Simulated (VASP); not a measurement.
# SnTe (I4/mmm) in VASP: a series of runs

The runs below take SnTe through electric field gradients, with PBE.

Program: VASP 6.6.1. These are calculated values, not measurements. Logs are shortened: lines on timing, memory, paths and dates and some standing lists are left out, and cuts for length are marked.

**1. The cell of the first run**

It takes space group I4/mmm (No. 139, tetragonal). The conventional cell has a = 4.419 Å, b = 4.419 Å, c = 6.313 Å, α = 90.00°, β = 90.00°, γ = 90.00°. Sn (site symmetry 4/mmm) has 6 Te at 3.12 to 3.16 Å within 4.1 Å. Te (site symmetry 4/mmm) has 6 Sn at 3.12 to 3.16 Å within 4.1 Å.

**2. Electric field gradients, PBE (equal xx and yy strain of -1 %)**

The input, INCAR:

```
ALGO = Normal
EDIFF = 1E-8
ENCUT = 520
GGA = PE
ISIF = 2
ISMEAR = -1
LASPH = T
LCHARG = F
LEFG = T
LREAL = F
LWAVE = F
NBANDS = 17
NELM = 80
PREC = Accurate
SIGMA = 0.08
```

The input, KPOINTS:

```
k-points
0
Gamma
  11 11 11
```

The input, POSCAR:

```
SnTe
1.0
    0.0000000000      3.1249350000      3.1565000000
    3.1249350000      0.0000000000      3.1565000000
    3.1249350000      3.1249350000      0.0000000000
Sn Te
1 1
Direct
    0.0000000000      0.0000000000      0.0000000000
    0.5000000000      0.5000000000      0.5000000000
```

Potentials or basis: VASP PAW PBE potentials, release 64 (Sn_d, Te).

Started as:

```
> cat potpaw_PBE.64/Sn_d/POTCAR potpaw_PBE.64/Te/POTCAR > POTCAR
> mpirun -np 1 vasp_std > vasp.out
```

OUTCAR:

```text
EDIFF = 1E-8
   ENCUT = 520
   GGA = PE
   ISIF = 2
   ISMEAR = -1
   LASPH = T
   LREAL = F
   NELM = 80
   PREC = Accurate

 ion  position               nearest neighbor table
   1  0.000  0.000  0.000-   2 3.12   2 3.12   2 3.12   2 3.12   2 3.16   2 3.16
   2  0.500  0.500  0.500-   1 3.12   1 3.12   1 3.12   1 3.12   1 3.16   1 3.16

  LATTYP: Found a body centered tetragonal cell.
 ALAT       =     4.4193254585
 C/A-ratio  =     1.4284985479

  Lattice vectors:

 A1 = (  -3.1249350000,   0.0000000000,   3.1565000000)
 A2 = (   3.1249350000,   0.0000000000,   3.1565000000)
 A3 = (   0.0000000000,   3.1249350000,  -3.1565000000)

Analysis of symmetry for initial positions (statically):
=====================================================================
 Subroutine PRICEL returns:
 Original cell was already a primitive cell.

 Routine SETGRP: Setting up the symmetry group for a
 body centered tetragonal supercell.

 Subroutine GETGRP returns: Found 16 space group operations
 (whereof 16 operations were pure point group operations)
 out of a pool of 16 trial point group operations.

The static configuration has the point symmetry D_4h.

Analysis of symmetry for dynamics (positions and initial velocities):
=====================================================================
 Subroutine PRICEL returns:
 Original cell was already a primitive cell.

 Routine SETGRP: Setting up the symmetry group for a
 body centered tetragonal supercell.

 Subroutine GETGRP returns: Found 16 space group operations
 (whereof 16 operations were pure point group operations)
 out of a pool of 16 trial point group operations.

The dynamic configuration has the point symmetry D_4h.

 Subroutine INISYM returns: Found 16 space group operations
 (whereof 16 operations are pure point group operations),
 and found     1 'primitive' translations

----------------------------------------------------------------------------------------

                                     Primitive cell

  volume of cell :      61.6478

  direct lattice vectors                    reciprocal lattice vectors
     0.000000000  3.124935000  3.156500000    -0.160003328  0.160003328  0.158403295
     3.124935000  0.000000000  3.156500000     0.160003328 -0.160003328  0.158403295
     3.124935000  3.124935000  0.000000000     0.160003328  0.160003328 -0.158403295

  length of vectors
     4.441701364  4.441701364  4.419325459     0.276213203  0.276213203  0.276213203

  position of ions in fractional coordinates (direct lattice)
     0.000000000  0.000000000  0.000000000
     0.500000000  0.500000000  0.500000000

  ion indices of the primitive-cell ions
   primitive index   ion index
                 1           1
                 2           2

----------------------------------------------------------------------------------------

 KPOINTS: k-points

Automatic generation of k-mesh.
 Grid dimensions read from file:
 generate k-points for:   11   11   11

 Generating k-lattice:

  Cartesian coordinates                     Fractional coordinates (reciprocal lattice)
    -0.014545757  0.014545757  0.014400300     0.090909091  0.000000000  0.000000000
     0.014545757 -0.014545757  0.014400300     0.000000000  0.090909091  0.000000000
     0.014545757  0.014545757 -0.014400300     0.000000000  0.000000000  0.090909091

  Length of vectors
     0.025110291  0.025110291  0.025110291

  Shift w.r.t. Gamma in fractional coordinates (k-lattice)
     0.000000000  0.000000000  0.000000000

 Subroutine IBZKPT returns following result:
 ===========================================

 Found    126 irreducible k-points:

 Following reciprocal coordinates:
            Coordinates               Weight
  0.000000  0.000000  0.000000      1.000000
  0.090909  0.000000  0.000000      8.000000
  0.181818 -0.000000  0.000000      8.000000
  0.272727  0.000000  0.000000      8.000000
  0.363636  0.000000  0.000000      8.000000
  0.454545  0.000000  0.000000      8.000000
[... 16 lines left out ...]
 -0.272727  0.181818  0.000000      8.000000
 -0.181818  0.181818  0.000000      4.000000
 [... further k-points ...]
   k-points           NKPTS =    126   k-points in BZ     NKDIM =    126   number of bands    NBANDS=     17
   number of dos      NEDOS =    301   number of ions     NIONS =      2
   total plane-waves  NPLWV =  46656
   dimension x,y,z NGX =    36 NGY =   36 NGZ =   36
   dimension x,y,z NGXF=    72 NGYF=   72 NGZF=   72
   ions per type =               1   1
   NGX,Y,Z   is equivalent  to a cutoff of  13.47, 13.47, 13.54 a.u.
   NGXF,Y,Z  is equivalent  to a cutoff of  26.95, 26.95, 27.08 a.u.
 SYSTEM =  unknown system
   PREC   = accura    normal or accurate (medium, high low for compatibility)
   ISTART =      0    job   : 0-new  1-cont  2-samecut
   ICHARG =      2    charge: 1-file 2-atom 10-const
   ISPIN  =      1    spin polarized calculation?
   LNONCOLLINEAR =      F non collinear calculations
   LSORBIT =      F    spin-orbit coupling
   LASPH  =      T    aspherical Exc in radial PAW
   ENCUT  =  520.0 eV  38.22 Ry    6.18 a.u.   8.26  8.26  8.22*2*pi/ulx,y,z
   NELM   =     80;   NELMIN=  2; NELMDL= -5     # of ELM steps
   EDIFF  = 0.1E-07   stopping-criterion for ELM
   LREAL  =      F    real-space projection
   EDIFFG = 0.1E-06   stopping-criterion for IOM
   NSW    =      0    number of steps for IOM
   IBRION =     -1    ionic relax: 0-MD 1-quasi-New 2-CG
   NFREE  =      0    steps in history (QN), initial steepest desc. (CG)
   ISIF   =      2    stress and relaxation
   ISYM   =      2    0-nonsym 1-usesym 2-fastsym
   POTIM  = 0.5000    time-step for ionic-motion
   TEBEG  =    0.0;   TEEND  =   0.0 temperature during run
   PSTRESS=    0.0 pullay stress
   NELECT =      20.0000    total number of electrons
   NUPDOWN=      -1.0000    fix difference up-down
   EMIN   =  10.00;   EMAX   =-10.00  energy-range for DOS
   EFERMI =   0.00;   METHOD = LEGACY
   ISMEAR =    -1;   SIGMA  =   0.08  broadening in eV -4-tet -1-fermi 0-gaus
   EFERMI_NEDOS =   21; number of points for ismear=-14 and -15
   IALGO  =     38    algorithm
   IMIX   =      4    mixing-type and parameters
     AMIX     =   0.40;   BMIX     =  1.00
     AMIX_MAG =   1.60;   BMIX_MAG =  1.00
  volume/ion in A,a.u.               =      30.82       208.01
  Fermi-wavevector in a.u.,A,eV,Ry     =   1.124896  2.125745 17.216679  1.265390
  Thomas-Fermi vector in A             =   2.261570
   LORBIT       =      0    0 simple, 1 ext, 2 COOP (PROOUT), +10 PAW based schemes
   GGA     = PE    functional components
   LHFCALC =     F    Hartree Fock is set to
   AEXX    =    0.0000 exact exchange contribution
   IVDW    =     0    specifies the selected vdW correction
   LEPSILON=     F    determine dielectric tensor
   LRPA    =     F    only Hartree local field effects (RPA)
 non-spin polarized calculation
  energy-cutoff  :      520.00
  volume of cell :       61.65
 maximum number of plane-waves:      1679
 NGX is ok and might be reduce to    36
   NGX = 17   NGY = 17   NGZ = 17

 number of electron      19.9999997 magnetization

 Free energy of the ion-electron system (eV)
  ---------------------------------------------------
  ext. energy  EPLUGINS =         0.00000000
  ---------------------------------------------------
  free energy    TOTEN  =        -7.52650177 eV

  energy without entropy =       -7.52459397  energy(sigma->0) =       -7.52554787

 E-fermi :   7.1712     XC(G=0):  -9.5598

 val. band max:        7.0126876332   @ k =   0.4545   0.0000   0.0000
 cond. band min:       7.4317725828   @ k =   0.4545   0.0000   0.0000
 fundamental gap:      0.4190849496
 Fermi energy:         7.1712438293

 k-point     1 :       0.0000    0.0000    0.0000
  band No.  band energies     occupation
      1     -14.7654      2.00000
      2     -14.7619      2.00000
      3     -14.7580      2.00000
      4     -14.7580      2.00000
      5     -14.7552      2.00000
      6      -5.7709      2.00000
[... 9 lines left out ...]
     16      11.8918      0.00000
     17      13.9259      0.00000
[... 441 lines left out ...]
 k-point    24 :      -0.1818    0.1818    0.0000
  band No.  band energies     occupation
      1     -14.7676      2.00000
      2     -14.7662      2.00000
      3     -14.7569      2.00000
      4     -14.7545      2.00000
      5     -14.7499      2.00000
      6      -5.0563      2.00000
[... 9 lines left out ...]
     16      14.9369      0.00000
     17      15.1038      0.00000

 [... further k-points ...]

------------------------ aborting loop because EDIFF is reached ----------------------------------------

  FORCE on cell =-STRESS in cart. coord.  units (eV):
  Direction    XX          YY          ZZ          XY          YZ          ZX
  --------------------------------------------------------------------------------------
  -------------------------------------------------------------------------------------
  Total        1.3577382      1.3577382      0.8060624      0.0000000     -0.0000000      0.0000000
  in kB       35.2865224     35.2865224     20.9489136      0.0000000     -0.0000000      0.0000000
  external PRESSURE =      30.5073194 kB  Pullay stress =       0.0000000 kB

 VOLUME and BASIS-vectors are now :
 -----------------------------------------------------------------------------
  energy-cutoff  :      520.00
  volume of cell :       61.65
      direct lattice vectors                 reciprocal lattice vectors
     0.000000000  3.124935000  3.156500000    -0.160003328  0.160003328  0.158403295
     3.124935000  0.000000000  3.156500000     0.160003328 -0.160003328  0.158403295
     3.124935000  3.124935000  0.000000000     0.160003328  0.160003328 -0.158403295

 POSITION                                       TOTAL-FORCE (eV/Angst)
 -----------------------------------------------------------------------------------
      0.00000      0.00000      0.00000         0.000000     -0.000000     -0.000000
      3.12493      3.12493      3.15650         0.000000      0.000000      0.000000
 -----------------------------------------------------------------------------------
    total drift:                               -0.000000      0.000000      0.000000

  FREE ENERGIE OF THE ION-ELECTRON SYSTEM (eV)
  ---------------------------------------------------
  free  energy   TOTEN  =        -7.5265017670 eV

  energy  without entropy=       -7.5245939690  energy(sigma->0) =       -7.52554787

 Electric field gradients (V/A^2)
---------------------------------------------------------------------
 ion       V_xx      V_yy      V_zz      V_xy      V_xz      V_yz
---------------------------------------------------------------------
   1      -7.427    -7.427    14.855    -0.002    -0.002    -0.002
   2      -1.894    -1.894     3.789     0.000     0.000     0.000
---------------------------------------------------------------------

 Electric field gradients after diagonalization (V/A^2)
 (convention: |V_zz| > |V_xx| > |V_yy|)
----------------------------------------------------------------------
 ion       V_xx      V_yy      V_zz     asymmetry (V_yy - V_xx)/ V_zz
----------------------------------------------------------------------
   1      -7.429    -7.425    14.855       0.000
   2      -1.895    -1.894     3.789       0.000
----------------------------------------------------------------------

           NMR quadrupolar parameters

 Cq : quadrupolar parameter    Cq=e*Q*V_zz/h
 eta: asymmetry parameters     (V_yy - V_xx)/ V_zz
 Q  : nuclear electric quadrupole moment in mb (millibarn)
----------------------------------------------------------------------
 ion       Cq(MHz)       eta       Q (mb)
----------------------------------------------------------------------
   1       0.036       0.000       1.000
   2       0.009       0.000       1.000
----------------------------------------------------------------------
```

Run time: 2.6 min. Hardware: 1 thread of Intel Xeon Platinum 8375C at 2.90GHz (Ice Lake), shared host; peak memory 0.29 GiB.

Results:

| Item | Value |
| --- | --- |
| Free energy | -7.5265 eV |
| Pressure | 3.1 GPa |
| Band gap on the k mesh | 0.42 eV |
| Largest electric field gradient by atom | Sn +14.9; Te +3.8 V/Å² |

Electric field gradients, principal values (V/Å²):
```tsv
atom	least	middle	greatest (by size)
1 Sn	-7.425	-7.429	14.855
2 Te	-1.894	-1.895	3.789
```

Caveat: the cell differs from its parent crystal (equal xx and yy strain of -1 %); the cell stands under pressure; without QUAD_EFG the Cq values of the log hold for a quadrupole moment of 1 mb, not for the nuclei; spin-orbit coupling is left out, which moves the levels of the heavy elements; an odd mesh through Γ misses points on the zone boundary, where band edges can lie.

**3. Electric field gradients, PBE (zz strain of -2 %)**

The input, INCAR:

```
SYSTEM = SnTe
  PREC = Accurate
  ENCUT = 520
  EDIFF = 1E-8
  ISMEAR = -1
  SIGMA = 0.08
  LREAL = .FALSE.
  LASPH = .TRUE.
  NELM = 80
  ALGO = Normal
  ISIF = 2
  LWAVE = .FALSE.
  LCHARG = .FALSE.
  GGA = PE
  LEFG = .TRUE.
  NBANDS = 17
```

The input, KPOINTS:

```
regular mesh
0
G
  11 11 11
  0 0 0
```

The input, POSCAR:

```
SnTe
1.0
    0.0000000000      3.1565000000      3.0933700000
    3.1565000000      0.0000000000      3.0933700000
    3.1565000000      3.1565000000      0.0000000000
Sn Te
1 1
Direct
    0.0000000000      0.0000000000      0.0000000000
    0.5000000000      0.5000000000      0.5000000000
```

Potentials or basis: VASP PAW PBE potentials, release 64 (Sn_d, Te).

Started as:

```
> cat potpaw_PBE.64/Sn_d/POTCAR potpaw_PBE.64/Te/POTCAR > POTCAR
> mpirun -np 1 vasp_std > vasp.out
```

OUTCAR:

```text
SYSTEM = SnTe
   PREC = Accurate
   ENCUT = 520
   EDIFF = 1E-8
   ISMEAR = -1
   LREAL = .FALSE.
   LASPH = .TRUE.
   NELM = 80
   ISIF = 2
   GGA = PE

 ion  position               nearest neighbor table
   1  0.000  0.000  0.000-   2 3.09   2 3.09   2 3.16   2 3.16   2 3.16   2 3.16
   2  0.500  0.500  0.500-   1 3.09   1 3.09   1 3.16   1 3.16   1 3.16   1 3.16

  LATTYP: Found a body centered tetragonal cell.
 ALAT       =     4.4639651096
 C/A-ratio  =     1.3859292911

  Lattice vectors:

[... 694 lines left out ...]
  ---------------------------------------------------
  free  energy   TOTEN  =        -7.5204565427 eV

  energy  without entropy=       -7.5183733287  energy(sigma->0) =       -7.51941494

 Electric field gradients (V/A^2)
---------------------------------------------------------------------
 ion       V_xx      V_yy      V_zz      V_xy      V_xz      V_yz
---------------------------------------------------------------------
   1      15.324    15.324   -30.649    -0.001    -0.002    -0.002
   2       4.143     4.143    -8.287     0.000     0.000     0.000
---------------------------------------------------------------------

 Electric field gradients after diagonalization (V/A^2)
 (convention: |V_zz| > |V_xx| > |V_yy|)
----------------------------------------------------------------------
 ion       V_xx      V_yy      V_zz     asymmetry (V_yy - V_xx)/ V_zz
----------------------------------------------------------------------
   1      15.326    15.323   -30.649       0.000
   2       4.143     4.143    -8.287       0.000
----------------------------------------------------------------------

           NMR quadrupolar parameters

 Cq : quadrupolar parameter    Cq=e*Q*V_zz/h
 eta: asymmetry parameters     (V_yy - V_xx)/ V_zz
 Q  : nuclear electric quadrupole moment in mb (millibarn)
----------------------------------------------------------------------
 ion       Cq(MHz)       eta       Q (mb)
----------------------------------------------------------------------
   1      -0.074       0.000       1.000
   2      -0.020       0.000       1.000
----------------------------------------------------------------------
```

stdout:

```text
POSCAR found type information on POSCAR SnTe
 POSCAR found :  2 types and       2 ions
 scaLAPACK will be used
 LDA part: xc-table for (Slater+PW92), standard interpolation
 POSCAR, INCAR and KPOINTS ok, starting setup
 FFT: planning ... GRIDC
 FFT: planning ... GRID_SOFT
 FFT: planning ... GRID
 WAVECAR not read
 entering main loop
ion   1

ion   2
```

It took 2.4 min on 1 thread of Intel Xeon Platinum 8375C at 2.90GHz (Ice Lake), shared host; peak memory 0.29 GiB.

Results:

```
Free energy                             : -7.5205 eV
Pressure                                : 3.1 GPa
Band gap on the k mesh                  : 0.41 eV
Largest electric field gradient by atom : Sn -30.6; Te -8.3 V/Å²
```

Stress tensor (GPa, compression positive):
```
2.09 0.00 0.00
0.00 2.09 0.00
0.00 0.00 5.14
```

Electric field gradients, principal values (V/Å²):
```tsv
atom	least	middle	greatest (by size)
1 Sn	15.323	15.326	-30.649
2 Te	4.143	4.143	-8.287
```

Caveat: the cell differs from its parent crystal (zz strain of -2 %); the cell stands under pressure; without QUAD_EFG the Cq values of the log hold for a quadrupole moment of 1 mb, not for the nuclei; spin-orbit coupling is left out, which moves the levels of the heavy elements; an odd mesh through Γ misses points on the zone boundary, where band edges can lie.

[end of part 1 of 2]
